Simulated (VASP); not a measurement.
Li2ClF: single point with PBE

Crystal: Li2ClF.

```
F Cl Li
1.0
     1.64380    0.94905    5.26376
    -1.64380    0.94905    5.26376
     0.00000   -1.89810    5.26376
F Cl Li
1 1 2
Direct
  0.00000 0.00000 0.00000
  0.50000 0.50000 0.50000
  0.26336 0.26336 0.26336
  0.73664 0.73664 0.73664
```

```
Program                : VASP 6.6.1
Task                   : single point
Functional             : PBE
Potentials or basis    : VASP PAW PBE potentials, release 64 (F, Cl, Li_sv)
Cutoff                 : 750 eV
k mesh                 : 4 × 4 × 4
Occupations            : gaussian, width 0.01 eV
Spin                   : no spin polarisation
Dipole correction      : no
Further INCAR settings : ALGO = Normal; EDIFF = 1e-06; NBANDS = 18
```

* Pressure: 1.4 GPa
* Largest force: 0.024 eV/Å
* Band gap on the k mesh: 4.87 eV

Forces on the atoms (eV/Å):
```
F    0.000  0.000  0.000
Cl   0.000  0.000  0.000
Li   0.000  0.000 -0.024
Li   0.000  0.000  0.024
```

Stress tensor (GPa, compression positive):
```
1.32 0.00 0.00
0.00 1.32 0.00
0.00 0.00 1.42
```

Levels at points of the mesh, in eV from the valence-band top:
| k point | band 7 | band 8 | band 9 | band 10 | band 11 | band 12 | band 13 | band 14 |
| --- | --- | --- | --- | --- | --- | --- | --- | --- |
| (0.00, 0.00, 0.00) | -2.80 | -1.47 | 0.00 | 0.00 | 4.87 | 7.90 | 10.90 | 10.90 |
| (0.50, 0.00, 0.00) | -3.11 | -3.10 | -2.08 | -0.90 | 8.21 | 8.38 | 9.11 | 9.13 |
| (0.50, 0.50, 0.00) | -3.16 | -2.59 | -1.42 | -0.80 | 6.52 | 8.29 | 9.28 | 10.35 |
| (0.50, 0.50, 0.50) | -2.80 | -2.77 | -0.02 | -0.02 | 6.12 | 8.12 | 10.29 | 11.53 |

It took 94 s on 1 thread of AMD EPYC 7R43 64-Core Processor (Zen 3) (shared host), peak memory 0.28 GiB.

Caveat: the k points lie up to 0.56 Å⁻¹ apart.
